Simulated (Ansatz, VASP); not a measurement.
# One calculation of Be, two programs

```
Be
1.0
    -1.24893    1.24893    1.24893
     1.24893   -1.24893    1.24893
     1.24893    1.24893   -1.24893
Be
1
Direct
  0.00000 0.00000 0.00000
```

Change from the starting cell: volume scaled by 0.99.

Alike in both runs: task single point; functional PBE; k mesh 23 × 23 × 23; occupations fermi-dirac, width 0.03 eV; no spin polarisation.

|  | VASP | Ansatz |
| --- | --- | --- |
| version | VASP 6.6.1 | Ansatz 0.2.0 |
| potentials or method | VASP PAW PBE potentials, release 64 (Be), cutoff 520 eV | all-electron LAPW, scalar-relativistic |

|  | VASP | Ansatz | Ansatz less VASP |
| --- | --- | --- | --- |
| pressure (GPa) | 0.5 | 0.3 | -0.19 |

Ansatz ran all-electron here, and VASP with PAW potentials.
